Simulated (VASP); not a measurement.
Write the native input for VASP 6.6.1 that does the following.

| Quantity | Value |
| --- | --- |
| Task | single point |
| Functional | PBE |
| Potentials or basis | VASP PAW PBE potentials, release 64 (Mo_sv, Se) |
| Cutoff | 520 eV |
| k mesh | 12 × 12 × 12 |
| Occupations | gaussian, width 0.1 eV |
| Spin | no spin polarisation |
| Hubbard terms | Mo d U = 4.38 eV |
| Dipole correction | no |
| Further INCAR settings | ALGO = Normal; EDIFF = 1e-07; NBANDS = 17 |

The structure of MoSe lies in POSCAR:

```
MoSe
1.0
    0.0000000000      3.0378340230      3.0378340230
    3.0378340230      0.0000000000      3.0378340230
    3.0378340230      3.0378340230      0.0000000000
Mo Se
1 1
Direct
    0.0000000000      0.0000000000      0.0000000000
    0.2500000000      0.2500000000      0.2500000000
```

These files were run (other wordings do the same):

INCAR

```
PREC = Accurate
ENCUT = 520
EDIFF = 1E-7
ISMEAR = 0
SIGMA = 0.1
LREAL = False
LASPH = True
NELM = 150
ALGO = Normal
ISIF = 2
LWAVE = False
LCHARG = False
LMAXMIX = 4
LDAU = True
LDAUTYPE = 2
LDAUL = 2 -1
LDAUU = 4.38 0
LDAUJ = 0 0
LDAUPRINT = 1
GGA = PE
NBANDS = 17
```

KPOINTS

```
regular mesh
0
Gamma
  12 12 12
```

Potentials or basis: VASP PAW PBE potentials, release 64 (Mo_sv, Se).

Launch:

```sh
$ cat potpaw_PBE.64/Mo_sv/POTCAR potpaw_PBE.64/Se/POTCAR > POTCAR
$ mpirun -np 1 vasp_std > vasp.out
```

It gave:

- Pressure: -2.5 GPa
- Band gap on the k mesh: 0.26 eV

Run time: 25 s on 1 thread of Intel(R) Xeon(R) 6975P-C (Granite Rapids), on a shared host, peak memory 0.22 GiB.
